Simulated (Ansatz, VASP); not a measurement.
## One calculation of GaAs, two programs

```
CELL_PARAMETERS angstrom
3.81321 0.00000 0.00000
0.00000 3.93445 0.00000
0.00000 0.00000 9.89001
ATOMIC_POSITIONS crystal
Ga 0.50000 0.50000 0.17125
Ga 0.50000 0.50000 0.82875
Ga 0.00000 0.00000 0.50000
As 0.50000 0.00000 0.32695
As 0.00000 0.50000 0.00000
As 0.50000 0.00000 0.67305
```

Alike in both runs: task relaxation of cell and atoms; functional PBE; k mesh 10 × 10 × 4; occupations gaussian, width 0.1 eV; no spin polarisation.

|  | VASP | Ansatz |
| --- | --- | --- |
| version | VASP 6.6.1 | Ansatz 0.2.0 |
| potentials or method | VASP PAW PBE potentials, release 64 (Ga_d, As), cutoff 600 eV | scalar-relativistic, plane waves, PAW |
| valence electrons in the cell | 54 | 84 |

Ansatz gave:

| Quantity | Value |
| --- | --- |
| gap on the k mesh at the Fermi level, each at its own relaxed structure (eV) | none |
| relaxed volume (Å³/atom) | 24.60 |
| relaxed length of the cell vector where the two differ most in proportion (Å) | 3.844 |

Which values does VASP return?

gap on the k mesh at the Fermi level, each at its own relaxed structure (eV): none; relaxed volume (Å³/atom): 24.67; relaxed length of the cell vector where the two differ most in proportion (Å): 3.849.

A gap of «none» marks a metal or a gap that the smearing closes. VASP's potentials hold 54 valence electrons a cell and Ansatz's 84, so a difference there can come from the potentials and not from the codes.
